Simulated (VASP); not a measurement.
# MgS in VASP: a series of runs

The runs below take MgS through single point, with PBE.

All numbers are computed with VASP 6.6.1; they aren't measurements. Logs are shortened: lines on timing, memory, paths and dates and some standing lists are left out, and cuts for length are marked.

## (1) The cell of the first run

Symmetry: R-3m, No. 166, trigonal system. The conventional cell has a = 3.642 Å, b = 3.642 Å, c = 9.193 Å, α = 90.00°, β = 90.00°, γ = 120.00°. Mg (site symmetry -3m) has 6 S at 2.60 Å within 3.4 Å. S (site symmetry -3m) has 6 Mg at 2.60 Å within 3.4 Å.

## (2) Single point, PBE (equal xy, yz and zx shear strains of +2 %)

INCAR reads:

```
PREC = Accurate
ENCUT = 520
EDIFF = 1E-7
ISMEAR = -1
SIGMA = 0.01
LREAL = False
LASPH = True
NELM = 100
ALGO = Normal
ISIF = 2
LWAVE = False
LCHARG = False
GGA = PE
NBANDS = 11
```

KPOINTS reads:

```
regular mesh
0
Gamma
  8 8 8
```

POSCAR reads:

```
MgS
1.0
    0.0520330000      2.6276665000      2.6276665000
    2.6276665000      0.0520330000      2.6276665000
    2.6276665000      2.6276665000      0.0520330000
Mg S
1 1
Direct
    0.0000000000      0.0000000000      0.0000000000
    0.5000000000      0.5000000000      0.5000000000
```

Potentials or basis: VASP PAW PBE potentials, release 64 (Mg, S).

Command:

```bash
> cat potpaw_PBE.64/Mg/POTCAR potpaw_PBE.64/S/POTCAR > POTCAR
> mpirun -np 1 vasp_std > vasp.out
```

OUTCAR:

```text
PREC = Accurate
   ENCUT = 520
   EDIFF = 1E-7
   ISMEAR = -1
   LREAL = False
   LASPH = True
   NELM = 100
   ISIF = 2
   GGA = PE

 ion  position               nearest neighbor table
   1  0.000  0.000  0.000-   2 2.60   2 2.60   2 2.60   2 2.60   2 2.60   2 2.60
   2  0.500  0.500  0.500-   1 2.60   1 2.60   1 2.60   1 2.60   1 2.60   1 2.60

  LATTYP: Found a trigonal (rhomboedric) cell.
 ALAT       =     3.7164458699
 COS(alpha) =     0.5197000882

  Lattice vectors:

 A1 = (   0.0520330000,   2.6276665000,   2.6276665000)
 A2 = (   2.6276665000,   0.0520330000,   2.6276665000)
 A3 = (   2.6276665000,   2.6276665000,   0.0520330000)

Analysis of symmetry for initial positions (statically):
=====================================================================
 Subroutine PRICEL returns:
 Original cell was already a primitive cell.

 Routine SETGRP: Setting up the symmetry group for a
 trigonal (rhombohedral) supercell.

 Subroutine GETGRP returns: Found 12 space group operations
 (whereof 12 operations were pure point group operations)
 out of a pool of 12 trial point group operations.

The static configuration has the point symmetry D_3d.

Analysis of symmetry for dynamics (positions and initial velocities):
=====================================================================
 Subroutine PRICEL returns:
 Original cell was already a primitive cell.

 Routine SETGRP: Setting up the symmetry group for a
 trigonal (rhombohedral) supercell.

 Subroutine GETGRP returns: Found 12 space group operations
 (whereof 12 operations were pure point group operations)
 out of a pool of 12 trial point group operations.

The dynamic configuration has the point symmetry D_3d.

 Subroutine INISYM returns: Found 12 space group operations
 (whereof 12 operations are pure point group operations),
 and found     1 'primitive' translations

----------------------------------------------------------------------------------------

                                     Primitive cell

  volume of cell :      35.2085

  direct lattice vectors                    reciprocal lattice vectors
     0.052033000  2.627666500  2.627666500    -0.196030204  0.192223792  0.192223792
     2.627666500  0.052033000  2.627666500     0.192223792 -0.196030204  0.192223792
     2.627666500  2.627666500  0.052033000     0.192223792  0.192223792 -0.196030204

  length of vectors
     3.716445870  3.716445870  3.716445870     0.335153418  0.335153418  0.335153418

[... 87 lines left out ...]
   ISYM   =      2    0-nonsym 1-usesym 2-fastsym
   POTIM  = 0.5000    time-step for ionic-motion
   TEBEG  =    0.0;   TEEND  =   0.0 temperature during run
   PSTRESS=    0.0 pullay stress
   NELECT =       8.0000    total number of electrons
   NUPDOWN=      -1.0000    fix difference up-down
   EMIN   =  10.00;   EMAX   =-10.00  energy-range for DOS
   EFERMI =   0.00;   METHOD = LEGACY
   ISMEAR =    -1;   SIGMA  =   0.01  broadening in eV -4-tet -1-fermi 0-gaus
   EFERMI_NEDOS =   21; number of points for ismear=-14 and -15
   IALGO  =     38    algorithm
   IMIX   =      4    mixing-type and parameters
     AMIX     =   0.40;   BMIX     =  1.00
     AMIX_MAG =   1.60;   BMIX_MAG =  1.00
  volume/ion in A,a.u.               =      17.60       118.80
  Fermi-wavevector in a.u.,A,eV,Ry     =   0.998978  1.887794 13.578020  0.997956
  Thomas-Fermi vector in A             =   2.131237
   LORBIT       =      0    0 simple, 1 ext, 2 COOP (PROOUT), +10 PAW based schemes
   GGA     = PE    functional components
   LHFCALC =     F    Hartree Fock is set to
   AEXX    =    0.0000 exact exchange contribution
   IVDW    =     0    specifies the selected vdW correction
   LEPSILON=     F    determine dielectric tensor
   LRPA    =     F    only Hartree local field effects (RPA)
 non-spin polarized calculation
  energy-cutoff  :      520.00
  volume of cell :       35.21
 maximum number of plane-waves:       960
   NGX = 13   NGY = 13   NGZ = 13

 number of electron       8.0000000 magnetization

 Free energy of the ion-electron system (eV)
  ---------------------------------------------------
  ext. energy  EPLUGINS =         0.00000000
  ---------------------------------------------------
  free energy    TOTEN  =        -8.49449167 eV

  energy without entropy =       -8.49449167  energy(sigma->0) =       -8.49449167

 E-fermi :   4.1112     XC(G=0):  -9.6899

 val. band max:        3.8241704006   @ k =   0.0000   0.0000   0.0000
 cond. band min:       6.4907062109   @ k =   0.5000   0.5000   0.0000
 fundamental gap:      2.6665358103
 Fermi energy:         4.1112117872

 k-point     1 :       0.0000    0.0000    0.0000
  band No.  band energies     occupation
      1      -8.9388      2.00000
      2       3.5443      2.00000
      3       3.8242      2.00000
      4       3.8242      2.00000
      5       7.4186      0.00000
      6      11.3806      0.00000
      7      11.8536      0.00000
      8      11.8536      0.00000
      9      14.0875      0.00000
     10      14.0875      0.00000
     11      16.2177      0.00000
[... 309 lines left out ...]
 k-point    24 :       0.3750    0.1250    0.1250
  band No.  band energies     occupation
      1      -8.1087      2.00000
      2       0.4611      2.00000
      3       2.4006      2.00000
      4       3.4613      2.00000
      5       9.3665      0.00000
      6      10.8125      0.00000
      7      11.4609      0.00000
      8      12.0743      0.00000
      9      13.8747      0.00000
     10      16.1625      0.00000
     11      16.5985      0.00000

 [... further k-points ...]

------------------------ aborting loop because EDIFF is reached ----------------------------------------

  FORCE on cell =-STRESS in cart. coord.  units (eV):
  Direction    XX          YY          ZZ          XY          YZ          ZX
  --------------------------------------------------------------------------------------
  -------------------------------------------------------------------------------------
  Total        0.1944732      0.1944732      0.1944732     -0.2484537     -0.2484537     -0.2484537
  in kB        8.8495910      8.8495910      8.8495910    -11.3059955    -11.3059955    -11.3059955
  external PRESSURE =       8.8495910 kB  Pullay stress =       0.0000000 kB

 VOLUME and BASIS-vectors are now :
 -----------------------------------------------------------------------------
  energy-cutoff  :      520.00
  volume of cell :       35.21
      direct lattice vectors                 reciprocal lattice vectors
     0.052033000  2.627666500  2.627666500    -0.196030204  0.192223792  0.192223792
     2.627666500  0.052033000  2.627666500     0.192223792 -0.196030204  0.192223792
     2.627666500  2.627666500  0.052033000     0.192223792  0.192223792 -0.196030204

 POSITION                                       TOTAL-FORCE (eV/Angst)
 -----------------------------------------------------------------------------------
      0.00000      0.00000      0.00000        -0.000000     -0.000000      0.000000
      2.65368      2.65368      2.65368         0.000000      0.000000     -0.000000
 -----------------------------------------------------------------------------------
    total drift:                                0.000000      0.000000      0.000000

  FREE ENERGIE OF THE ION-ELECTRON SYSTEM (eV)
  ---------------------------------------------------
  free  energy   TOTEN  =        -8.4944916690 eV

  energy  without entropy=       -8.4944916690  energy(sigma->0) =       -8.49449167
```

OSZICAR:

```text
N       E                     dE             d eps       ncg     rms          rms(c)
DAV:   1     0.223542694752E+02    0.22354E+02   -0.35830E+03  1478   0.591E+02
DAV:   2    -0.745336755160E+01   -0.29808E+02   -0.27971E+02  1822   0.101E+02
DAV:   3    -0.889260652675E+01   -0.14392E+01   -0.14366E+01  1767   0.233E+01
DAV:   4    -0.890150556709E+01   -0.88990E-02   -0.88983E-02  1693   0.219E+00
DAV:   5    -0.890157853360E+01   -0.72967E-04   -0.72966E-04  1781   0.195E-01    0.442E+00
DAV:   6    -0.853503770435E+01    0.36654E+00   -0.79015E-01  1631   0.350E+00    0.345E+00
DAV:   7    -0.849472522839E+01    0.40312E-01   -0.21983E-01  1721   0.203E+00    0.228E+00
DAV:   8    -0.849479270625E+01   -0.67478E-04   -0.15102E-02  1595   0.744E-01    0.102E+00
DAV:   9    -0.849447981563E+01    0.31289E-03   -0.85996E-04  1655   0.169E-01    0.352E-01
DAV:  10    -0.849449490085E+01   -0.15085E-04   -0.24052E-04  1680   0.714E-02    0.421E-02
DAV:  11    -0.849449175900E+01    0.31418E-05   -0.20340E-05  1730   0.200E-02    0.201E-02
DAV:  12    -0.849449166899E+01    0.90011E-07   -0.82189E-07  1706   0.551E-03
   1 F= -.84944917E+01 E0= -.84944917E+01  d E =-.793538E-15
```

stdout:

```text
POSCAR found type information on POSCAR MgS
 POSCAR found :  2 types and       2 ions
 scaLAPACK will be used
 LDA part: xc-table for (Slater+PW92), standard interpolation
 POSCAR, INCAR and KPOINTS ok, starting setup
 FFT: planning ... GRIDC
 FFT: planning ... GRID_SOFT
 FFT: planning ... GRID
 WAVECAR not read
 entering main loop
```

Run time: 18 s. Hardware: 1 thread of Intel Xeon 6975P-C, shared host; peak memory 0.17 GiB.

Results:

| Item | Value |
| --- | --- |
| Free energy | -8.4945 eV |
| Pressure | 0.9 GPa |
| Band gap on the k mesh | 2.67 eV, indirect (least direct gap 3.59 eV) |

Levels at points of the mesh, in eV from the valence-band top:
| k point | band 2 | band 3 | band 4 | band 5 | band 6 | band 7 |
| --- | --- | --- | --- | --- | --- | --- |
| (0.00, 0.00, 0.00) | -0.28 | 0.00 | 0.00 | 3.59 | 7.56 | 8.03 |
| (0.50, 0.00, 0.00) | -4.89 | -0.80 | -0.65 | 4.37 | 6.63 | 6.87 |
| (0.50, 0.50, 0.00) | -4.29 | -1.90 | -1.65 | 2.67 | 4.32 | 11.84 |
| (0.50, 0.50, 0.50) | -5.02 | -0.55 | -0.55 | 4.67 | 7.05 | 7.05 |

Caveat: the cell differs from its parent crystal (equal xy, yz and zx shear strains of +2 %).

(Part 1 of 2 ends here.)
